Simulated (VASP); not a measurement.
Wanted: the native input for a VASP 6.6.1 run.

| Property | Result |
| --- | --- |
| Task | single point |
| Functional | PBE |
| Dispersion | D3(BJ) |
| Potentials or basis | VASP PAW PBE potentials, release 64 (Mo_sv, S) |
| Cutoff | 520 eV |
| k mesh | 10 × 10 × 2 |
| Occupations | gaussian, width 0.05 eV |
| Spin | no spin polarisation |
| Dipole correction | no |
| Further INCAR settings | ALGO = Normal; EDIFF = 1e-07; NBANDS = 35 |

The structure of MoS2 lies in POSCAR:

```
MoS2
1.0
   -3.1494847632      0.0000000000      0.0000000000
   -1.5747423816     -2.7275338138      0.0000000000
   -1.1810567862     -0.6818834534     13.2900638030
Mo S
2 4
Direct
   -0.0147375000     -0.0147375000      0.0589500000
   -0.1397375000     -0.1397375000      0.5589500000
    0.1641222564      0.1641222564      0.6768443076
    0.2891222564      0.2891222564      0.1768443076
    0.0980694102      0.0980694102      0.9410556924
    0.2230694102      0.2230694102      0.4410556924
```

These files were run (other wordings do the same):

INCAR

```
PREC     = Accurate       # precision mode
ENCUT    = 520            # plane-wave cutoff, eV
EDIFF    = 1E-7           # SCF threshold, eV
ISMEAR   = 0              # smearing method
SIGMA    = 0.05           # smearing width, eV
LREAL    = False          # projectors in reciprocal space
LASPH    = True           # aspherical terms in the spheres
NELM     = 80             # most SCF steps
ALGO     = Normal         # electronic algorithm
ISIF     = 2              # what is computed and relaxed
LWAVE    = False          # write WAVECAR
LCHARG   = False          # write CHGCAR
GGA      = PE             # functional
IVDW     = 12             # dispersion correction
NBANDS   = 35             # bands
```

KPOINTS

```
regular mesh
0
Gamma
  10 10 2
```

Potentials or basis: VASP PAW PBE potentials, release 64 (Mo_sv, S).

Command:

```console
$ cat potpaw_PBE.64/Mo_sv/POTCAR potpaw_PBE.64/S/POTCAR > POTCAR
$ mpirun -np 1 vasp_std > vasp.out
```

Results of the run:

```json
{
 "Pressure": "31.1 GPa",
 "Largest force": "37.211 eV/Å",
 "Band gap on the k mesh": "0.32 eV, indirect (least direct gap 0.51 eV)",
 "Dispersion energy per atom": "-0.399 eV"
}
```

Caveat: forces of over 1 eV/Å act on the atoms, so gaps and moduli don't describe the material at rest.

It took 2.7 min on 1 thread of AMD EPYC 9R45 96-Core Processor (Zen 5), with other jobs on the host, peak memory 0.33 GiB.
